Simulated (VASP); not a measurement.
# B (P6/mmm) in VASP: further runs

B is run at these levels: PBE; tasks: single point, relaxation of cell and atoms.

All numbers are computed with VASP 6.6.1; they aren't measurements. Logs are shortened: lines on timing, memory, paths and dates and some standing lists are left out, and cuts for length are marked.

### Step 1. The cell of the first run

Symmetry: P6/mmm, No. 191, hexagonal system. The conventional cell has a = 1.852 Å, b = 1.852 Å, c = 5.580 Å, α = 90.00°, β = 90.00°, γ = 120.00°. Within 2.4 Å of B (site symmetry 6mm) lie 7 B at 1.80 to 1.85 Å.

### Step 2. Single point, PBE

Contents of INCAR:

```
SYSTEM = B
PREC = Accurate
ENCUT = 520
EDIFF = 1E-7
ISMEAR = 0
SIGMA = 0.1
LREAL = .False.
LASPH = .True.
NELM = 80
ALGO = Normal
ISIF = 2
LWAVE = .False.
LCHARG = .False.
GGA = PE
NBANDS = 10
```

Contents of KPOINTS:

```
Automatic mesh
0
Gamma
  36 36 10
  0 0 0
```

Contents of POSCAR:

```
B
1.0
    1.8518525964      0.0000000000      0.0000000000
   -0.9259262982      1.6037513926      0.0000000000
    0.0000000000      0.0000000000      5.5795429703
B
2
Direct
    0.0000000000      0.0000000000      0.3388445701
    0.0000000000      0.0000000000      0.6611554299
```

Potentials or basis: VASP PAW PBE potentials, release 64 (B).

Launch:

```console
cat potpaw_PBE.64/B/POTCAR > POTCAR
mpirun -np 1 vasp_std > vasp.out
```

OUTCAR:

```text
SYSTEM = B
   PREC = Accurate
   ENCUT = 520
   EDIFF = 1E-7
   ISMEAR = 0
   LREAL = .False.
   LASPH = .True.
   NELM = 80
   ISIF = 2
   GGA = PE

 ion  position               nearest neighbor table
   1  0.000  0.000  0.339-   2 1.80
   2  0.000  0.000  0.661-   1 1.80

  LATTYP: Found a hexagonal cell.
 ALAT       =     1.8518525964
 C/A-ratio  =     3.0129519926

  Lattice vectors:

 A1 = (   1.8518525964,   0.0000000000,   0.0000000000)
 A2 = (  -0.9259262982,   1.6037513926,   0.0000000000)
 A3 = (   0.0000000000,   0.0000000000,   5.5795429703)

Analysis of symmetry for initial positions (statically):
=====================================================================
 Subroutine PRICEL returns:
 Original cell was already a primitive cell.

 Routine SETGRP: Setting up the symmetry group for a
 hexagonal supercell.

 Subroutine GETGRP returns: Found 24 space group operations
 (whereof 24 operations were pure point group operations)
 out of a pool of 24 trial point group operations.

The static configuration has the point symmetry D_6h.

Analysis of symmetry for dynamics (positions and initial velocities):
=====================================================================
 Subroutine PRICEL returns:
 Original cell was already a primitive cell.

 Routine SETGRP: Setting up the symmetry group for a
 hexagonal supercell.

 Subroutine GETGRP returns: Found 24 space group operations
 (whereof 24 operations were pure point group operations)
 out of a pool of 24 trial point group operations.

The dynamic configuration has the point symmetry D_6h.

 Subroutine INISYM returns: Found 24 space group operations
 (whereof 24 operations are pure point group operations),
 and found     1 'primitive' translations

----------------------------------------------------------------------------------------

                                     Primitive cell

  volume of cell :      16.5707

  direct lattice vectors                    reciprocal lattice vectors
     1.851852596  0.000000000  0.000000000     0.539999783  0.311769020  0.000000000
    -0.925926298  1.603751393  0.000000000     0.000000000  0.623538040  0.000000000
     0.000000000  0.000000000  5.579542970     0.000000000  0.000000000  0.179226149

  length of vectors
     1.851852596  1.851852596  5.579542970     0.623538040  0.623538040  0.179226149

  position of ions in fractional coordinates (direct lattice)
     0.000000000  0.000000000  0.338844570
     0.000000000  0.000000000  0.661155430

  ion indices of the primitive-cell ions
   primitive index   ion index
                 1           1
                 2           2

----------------------------------------------------------------------------------------

 KPOINTS: Automatic mesh

Automatic generation of k-mesh.
 Grid dimensions read from file:
 generate k-points for:   36   36   10

 Generating k-lattice:

  Cartesian coordinates                     Fractional coordinates (reciprocal lattice)
     0.014999994  0.008660251  0.000000000     0.027777778  0.000000000  0.000000000
     0.000000000  0.017320501  0.000000000     0.000000000  0.027777778  0.000000000
     0.000000000  0.000000000  0.017922615     0.000000000  0.000000000  0.100000000

  Length of vectors
     0.017320501  0.017320501  0.017922615

  Shift w.r.t. Gamma in fractional coordinates (k-lattice)
     0.000000000  0.000000000  0.000000000

 Subroutine IBZKPT returns following result:
 ===========================================

 Found    762 irreducible k-points:

 Following reciprocal coordinates:
            Coordinates               Weight
  0.000000  0.000000  0.000000      1.000000
  0.027778  0.000000  0.000000      6.000000
  0.055556  0.000000  0.000000      6.000000
  0.083333  0.000000  0.000000      6.000000
  0.111111  0.000000  0.000000      6.000000
  0.138889  0.000000  0.000000      6.000000
[... 16 lines left out ...]
  0.111111  0.027778  0.000000     12.000000
  0.138889  0.027778  0.000000     12.000000
 [... further k-points ...]
   k-points           NKPTS =    762   k-points in BZ     NKDIM =    762   number of bands    NBANDS=     10
   number of dos      NEDOS =    301   number of ions     NIONS =      2
   total plane-waves  NPLWV =   8232
   dimension x,y,z NGX =    14 NGY =   14 NGZ =   42
   dimension x,y,z NGXF=    28 NGYF=   28 NGZF=   84
   ions per type =               2
   NGX,Y,Z   is equivalent  to a cutoff of  12.57, 12.57, 12.51 a.u.
   NGXF,Y,Z  is equivalent  to a cutoff of  25.14, 25.14, 25.03 a.u.
 SYSTEM =  B
   PREC   = accura    normal or accurate (medium, high low for compatibility)
   ISTART =      0    job   : 0-new  1-cont  2-samecut
   ICHARG =      2    charge: 1-file 2-atom 10-const
   ISPIN  =      1    spin polarized calculation?
   LNONCOLLINEAR =      F non collinear calculations
   LSORBIT =      F    spin-orbit coupling
   LASPH  =      T    aspherical Exc in radial PAW
   ENCUT  =  520.0 eV  38.22 Ry    6.18 a.u.   3.44  3.44 10.37*2*pi/ulx,y,z
   NELM   =     80;   NELMIN=  2; NELMDL= -5     # of ELM steps
   EDIFF  = 0.1E-06   stopping-criterion for ELM
   LREAL  =      F    real-space projection
   EDIFFG = 0.1E-05   stopping-criterion for IOM
   NSW    =      0    number of steps for IOM
   IBRION =     -1    ionic relax: 0-MD 1-quasi-New 2-CG
   NFREE  =      0    steps in history (QN), initial steepest desc. (CG)
   ISIF   =      2    stress and relaxation
   ISYM   =      2    0-nonsym 1-usesym 2-fastsym
   POTIM  = 0.5000    time-step for ionic-motion
   TEBEG  =    0.0;   TEEND  =   0.0 temperature during run
   PSTRESS=    0.0 pullay stress
   NELECT =       6.0000    total number of electrons
   NUPDOWN=      -1.0000    fix difference up-down
   EMIN   =  10.00;   EMAX   =-10.00  energy-range for DOS
   EFERMI =   0.00;   METHOD = LEGACY
   ISMEAR =     0;   SIGMA  =   0.10  broadening in eV -4-tet -1-fermi 0-gaus
   EFERMI_NEDOS =   21; number of points for ismear=-14 and -15
   IALGO  =     38    algorithm
   IMIX   =      4    mixing-type and parameters
     AMIX     =   0.40;   BMIX     =  1.00
     AMIX_MAG =   1.60;   BMIX_MAG =  1.00
  volume/ion in A,a.u.               =       8.29        55.91
  Fermi-wavevector in a.u.,A,eV,Ry     =   1.166840  2.205007 18.524536  1.361515
  Thomas-Fermi vector in A             =   2.303348
   LORBIT       =      0    0 simple, 1 ext, 2 COOP (PROOUT), +10 PAW based schemes
   GGA     = PE    functional components
   LHFCALC =     F    Hartree Fock is set to
   AEXX    =    0.0000 exact exchange contribution
   IVDW    =     0    specifies the selected vdW correction
   LEPSILON=     F    determine dielectric tensor
   LRPA    =     F    only Hartree local field effects (RPA)
 non-spin polarized calculation
 Gauss-broadening in eV      SIGMA  =   0.10
  energy-cutoff  :      520.00
  volume of cell :       16.57
 maximum number of plane-waves:       464
 NGX is ok and might be reduce to    14
   NGX =  7   NGY =  7   NGZ = 21

 number of electron       6.0000000 magnetization

 Free energy of the ion-electron system (eV)
  ---------------------------------------------------
  ext. energy  EPLUGINS =         0.00000000
  ---------------------------------------------------
  free energy    TOTEN  =       -11.67700280 eV

  energy without entropy =      -11.67623156  energy(sigma->0) =      -11.67661718

 E-fermi :   6.2006     XC(G=0): -10.6172

 val. band max:        6.1951477620   @ k =   0.2500   0.2222   0.4000
 cond. band min:       6.2358775149   @ k =   0.2778   0.2222   0.0000
 fundamental gap:      0.0407297529
 Fermi energy:         6.2005768418

 k-point     1 :       0.0000    0.0000    0.0000
  band No.  band energies     occupation
      1     -11.6439      2.00000
      2      -6.8051      2.00000
      3      -2.3191      2.00000
      4       8.6329      0.00000
      5      11.2790      0.00000
      6      25.3446      0.00000
      7      25.3446      0.00000
      8      27.1507      0.00000
      9      27.1507      0.00000
     10      28.0121      0.00000

 k-point     2 :       0.0278    0.0000    0.0000
  band No.  band energies     occupation
      1     -11.6094      2.00000
      2      -6.7739      2.00000
      3      -2.2774      2.00000
      4       8.6647      0.00000
      5      11.3141      0.00000
      6      25.1639      0.00000
      7      25.2498      0.00000
      8      27.0355      0.00000
      9      27.0677      0.00000
     10      28.0563      0.00000

 k-point     3 :       0.0556    0.0000    0.0000
  band No.  band energies     occupation
      1     -11.5057      2.00000
      2      -6.6802      2.00000
      3      -2.1522      2.00000
      4       8.7600      0.00000
      5      11.4189      0.00000
      6      24.6408      0.00000
      7      24.9767      0.00000
      8      26.7034      0.00000
      9      26.8276      0.00000
     10      28.1724      0.00000

 k-point     4 :       0.0833    0.0000    0.0000
  band No.  band energies     occupation
      1     -11.3330      2.00000
      2      -6.5243      2.00000
      3      -1.9439      2.00000
      4       8.9178      0.00000
      5      11.5910      0.00000
      6      23.8224      0.00000
      7      24.5558      0.00000
      8      26.1666      0.00000
      9      26.4540      0.00000
     10      28.3431      0.00000
[... 222 lines left out ...]
 k-point    22 :       0.0833    0.0278    0.0000
  band No.  band energies     occupation
      1     -11.1949      2.00000
      2      -6.3997      2.00000
      3      -1.7776      2.00000
      4       9.0431      0.00000
      5      11.7264      0.00000
      6      23.2812      0.00000
      7      24.1541      0.00000
      8      25.7929      0.00000
      9      26.1208      0.00000
     10      28.4724      0.00000

 k-point    23 :       0.1111    0.0278    0.0000
  band No.  band energies     occupation
      1     -10.9191      2.00000
      2      -6.1512      2.00000
      3      -1.4458      2.00000
      4       9.2906      0.00000
      5      11.9887      0.00000
      6      22.1561      0.00000
      7      23.5586      0.00000
      8      24.9650      0.00000
      9      25.6026      0.00000
     10      28.7141      0.00000

 k-point    24 :       0.1389    0.0278    0.0000
  band No.  band energies     occupation
      1     -10.5750      2.00000
      2      -5.8418      2.00000
      3      -1.0328      2.00000
      4       9.5932      0.00000
      5      12.2964      0.00000
      6      20.8761      0.00000
      7      22.9217      0.00000
      8      23.9552      0.00000
      9      25.0384      0.00000
     10      28.9968      0.00000

 [... further k-points ...]
[... 5 lines left out ...]
  --------------------------------------------------------------------------------------
  -------------------------------------------------------------------------------------
  Total       -0.0061082     -0.0061082      0.0175702      0.0000000     -0.0000000     -0.0000000
  in kB       -0.5905815     -0.5905815      1.6988138      0.0000000     -0.0000000     -0.0000000
  external PRESSURE =       0.1725503 kB  Pullay stress =       0.0000000 kB

 VOLUME and BASIS-vectors are now :
 -----------------------------------------------------------------------------
  energy-cutoff  :      520.00
  volume of cell :       16.57
      direct lattice vectors                 reciprocal lattice vectors
     1.851852596  0.000000000  0.000000000     0.539999783  0.311769020  0.000000000
    -0.925926298  1.603751393  0.000000000     0.000000000  0.623538040  0.000000000
     0.000000000  0.000000000  5.579542970     0.000000000  0.000000000  0.179226149

 POSITION                                       TOTAL-FORCE (eV/Angst)
 -----------------------------------------------------------------------------------
      0.00000      0.00000      1.89060        -0.000000     -0.000000     -0.012253
      0.00000      0.00000      3.68895         0.000000      0.000000      0.012253
 -----------------------------------------------------------------------------------
    total drift:                               -0.000000     -0.000000      0.000000

  FREE ENERGIE OF THE ION-ELECTRON SYSTEM (eV)
  ---------------------------------------------------
  free  energy   TOTEN  =       -11.6770027952 eV

  energy  without entropy=      -11.6762315632  energy(sigma->0) =      -11.67661718
```

Wall time 38 s (1 thread of Intel Xeon 6975P-C (Granite Rapids), shared host); peak memory 0.2 GiB.

Results:

```yaml
Free_energy: -11.6770 eV
Pressure: 0.0 GPa
Largest_force: 0.012 eV/Å
Band_gap_on_the_k_mesh: zero (band 3 reaches 6.76 eV, above the bottom of band 4 at 5.11 eV)
```

Forces in eV/Å, atoms in the order of the input:
```
B    0.000  0.000 -0.012
B    0.000  0.000  0.012
```

Levels at points of the mesh, in eV from the Fermi level:
| k point | band 1 | band 2 | band 3 | band 4 | band 5 | band 6 | band 7 | band 8 |
| --- | --- | --- | --- | --- | --- | --- | --- | --- |
| (0.00, 0.00, 0.00) | -17.84 | -13.01 | -8.52 | 2.43 | 5.08 | 19.14 | 19.14 | 20.95 |
| (0.50, 0.00, 0.00) | -8.87 | -5.59 | -3.58 | 1.78 | 2.68 | 9.56 | 11.94 | 13.36 |
| (0.00, 0.00, 0.50) | -17.80 | -13.36 | -7.55 | -0.67 | 10.09 | 15.97 | 19.15 | 19.15 |
| (0.50, 0.00, 0.50) | -8.85 | -5.65 | -3.56 | 1.32 | 3.31 | 11.22 | 11.94 | 12.37 |

Caveat: this functional lacks dispersion, which binds the layers, so the pressure and a relaxed spacing across them are unreliable.

### Step 3. Relaxation of cell and atoms, PBE

This run uses another cell than the first one, of 5.41 Å³/atom, 0.653 times its volume.

Contents of INCAR:

```
PREC = Accurate ; ENCUT = 910
EDIFF = 1E-7 ; ISMEAR = 0
SIGMA = 0.1 ; LREAL = F
LASPH = T ; NELM = 120
ALGO = Normal ; ISIF = 3
LWAVE = F ; LCHARG = F
GGA = PE ; IBRION = 2
NSW = 90 ; EDIFFG = -0.04
GGA_COMPAT = F ; NELMIN = 4
```

Contents of KPOINTS:

```
regular mesh
0
Gamma
  12 12 4
```

Contents of POSCAR:

```
B
1.0
    1.7778171000      0.0000000000      0.0000000000
   -0.8889085500      1.5396347700      0.0000000000
    0.0000000000      0.0000000000      3.9532070000
B
2
Direct
    0.0000000000      0.0000000000      0.2542118200
    0.0000000000      0.0000000000      0.7457881800
```

Potentials or basis: VASP PAW PBE potentials, release 64 (B_h).

Launch:

```console
cat potpaw_PBE.64/B_h/POTCAR > POTCAR
mpirun -np 1 vasp_std > vasp.out
```

It took 2.8 min on 1 thread of Intel Xeon Platinum 8259CL at 2.50GHz (Skylake/Cascade Lake), shared host; peak memory 0.13 GiB.

It converged, with:

```
Free energy                            : -11.6645 eV
Relaxed volume                         : 7.51 Å³/atom
Relaxed cell                           : a = 1.844 Å, b = 1.844 Å, c = 5.104 Å, α = 90.00°, β = 90.00°, γ = 120.00°
Space group after relaxing (to 0.05 Å) : P6/mmm (No. 191)
Energy gained by relaxing              : 385.4 meV/atom
Ionic steps                            : 43
Pressure after relaxing                : 0.3 GPa
Largest force after relaxing           : 0.017 eV/Å
Band gap on the k mesh                 : zero (band 3 reaches 9.73 eV, above the bottom of band 4 at 7.68 eV)
```

Forces on the atoms (eV/Å):
```
B    0.000  0.000 -0.017
B    0.000  0.000  0.017
```

Stress tensor (GPa, compression positive):
```
0.24 0.00 0.00
0.00 0.24 0.00
0.00 0.00 0.53
```

Step by step:
| step | energy change (eV) | largest force (eV/Å) | pressure (GPa) | volume (Å³) |
| --- | --- | --- | --- | --- |
| 1 | 0.0000 | 0.2099 | 57.23 | 10.82 |
| 3 | -0.3177 | 0.0026 | -0.57 | 12.82 |
| 5 | -0.4045 | 0.0950 | 1.67 | 12.97 |
| 7 | -0.4046 | 0.1233 | 1.93 | 12.98 |
| 9 | -0.4095 | 0.3552 | -6.88 | 13.52 |
| 11 | -0.4103 | 0.3360 | -5.20 | 13.40 |
| 13 | -0.4138 | 0.3820 | -6.98 | 13.55 |
| 15 | -0.4213 | 0.4634 | -9.05 | 13.77 |
| 17 | -0.4883 | 0.5500 | -6.76 | 13.87 |
| 19 | -0.6151 | 0.1647 | 20.84 | 14.16 |
| 21 | -0.6413 | 0.2481 | 8.87 | 14.08 |
| 23 | -0.7078 | 0.2816 | 13.54 | 14.68 |
| 25 | -0.7122 | 0.0798 | 15.14 | 14.77 |
| 27 | -0.7320 | 0.5861 | 11.36 | 15.29 |
| 29 | -0.7624 | 0.0284 | -0.43 | 15.87 |
| 31 | -0.7631 | 0.0178 | -0.43 | 15.86 |
| 33 | -0.7641 | 0.0883 | -0.68 | 15.83 |
| 35 | -0.7672 | 0.1247 | 0.68 | 15.51 |
| 37 | -0.7687 | 0.1644 | 2.66 | 15.07 |
| 39 | -0.7702 | 0.0758 | 1.72 | 14.95 |
| 41 | -0.7704 | 0.0440 | 1.41 | 14.91 |
| 43 | -0.7709 | 0.0169 | 0.34 | 15.03 |

Final structure:
```
B
1.0
     1.84369    0.00000    0.00000
    -0.92185    1.59668    0.00000
     0.00000    0.00000    5.10439
B
2
Direct
  0.00000 0.00000 0.32244
  0.00000 0.00000 0.67756
```

Levels at points of the mesh, in eV from the Fermi level:
```csv
k point,band 1,band 2,band 3,band 4,band 5,band 6,band 7
"(0.00, 0.00, 0.00)",-18.06,-13.02,-9.16,3.06,6.89,19.31,19.31
"(0.50, 0.00, 0.00)",-9.04,-5.76,-3.59,2.03,2.23,9.00,13.43
"(0.00, 0.00, 0.50)",-17.92,-13.86,-7.23,-1.00,12.68,19.33,20.38
"(0.50, 0.00, 0.50)",-8.95,-5.96,-3.53,0.91,3.68,11.73,12.02
```

Caveat: the k points lie up to 0.33 Å⁻¹ apart in the final cell; the volume moved by over 15 % at a fixed basis, so the end points are rough.
